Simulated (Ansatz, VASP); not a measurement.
One calculation of Al2Cu, two programs

INCAR

```
SYSTEM = Al2Cu
PREC = Accurate
ENCUT = 520
EDIFF = 1E-6
ISMEAR = 0
SIGMA = 0.15
LREAL = .False.
LASPH = .True.
NELM = 60
ALGO = Fast
ISIF = 2
LWAVE = .False.
LCHARG = .False.
GGA = PE
NBANDS = 26
```

The input KPOINTS:

```
Automatic mesh
0
Gamma
  10 10 10
  0 0 0
```

The input POSCAR:

```
Al2Cu
1.0
   -2.9051000000      2.9051000000      2.4168500000
    2.9051000000     -2.9051000000      2.4168500000
    2.9051000000      2.9051000000     -2.4168500000
Al Cu
4 2
Direct
    0.1587211657      0.6587211657      0.8174423314
    0.6587211657      0.8412788343      0.5000000000
    0.8412788343      0.3412788343      0.1825576686
    0.3412788343      0.1587211657      0.5000000000
    0.7500000000      0.7500000000      0.0000000000
    0.2500000000      0.2500000000      0.0000000000
```

Input for Ansatz:

```yaml
crystal:
  lattice:
    - [-2.9051, 2.9051, 2.41685]
    - [2.9051, -2.9051, 2.41685]
    - [2.9051, 2.9051, -2.41685]
  atoms:
    - { symbol: Al, position: [0.1587211657, 0.6587211657, 0.8174423314] }
    - { symbol: Al, position: [0.6587211657, 0.8412788343, 0.5] }
    - { symbol: Al, position: [0.8412788343, 0.3412788343, 0.1825576686] }
    - { symbol: Al, position: [0.3412788343, 0.1587211657, 0.5] }
    - { symbol: Cu, position: [0.75, 0.75, 0.0] }
    - { symbol: Cu, position: [0.25, 0.25, 0.0] }
basis:
  ecutwfc: 520.0
kpoints:
  mp_grid: { grid: [10, 10, 10] }
hamiltonian:
  xc: pbe
  pseudopotentials: { kind: paw, azcp: { folder: soft_1 } }
scf:
  occupations: { method: gaussian, width: 0.15 }
output:
  forces: true
  stress: true
  eigenvalues: true
```

Alike in both runs: task single point; functional PBE; k mesh 10 × 10 × 10; occupations gaussian, width 0.15 eV; no spin polarisation.

|  | VASP | Ansatz |
| --- | --- | --- |
| version | VASP 6.6.1 | Ansatz 0.2.0 |
| potentials or method | VASP PAW PBE potentials, release 64 (Al, Cu), cutoff 520 eV | scalar-relativistic, plane waves, PAW |
| valence electrons in the cell | 34 | 50 |

```csv
,VASP,Ansatz,Ansatz less VASP
gap on the k mesh at the Fermi level (eV),none,none,-
pressure (GPa),11.6,11.4,-0.21
"traceless stress, the component that is largest in VASP (GPa)",-3.35,-3.39,-0.048
rms of the force components (eV/Å),0.018,0.020,+0.0015
```

Atom by atom the forces differ by 0.001 eV/Å (rms over components). A gap of «none» marks a metal or a gap that the smearing closes. VASP's potentials hold 34 valence electrons a cell and Ansatz's 50, so a difference there can come from the potentials and not from the codes.
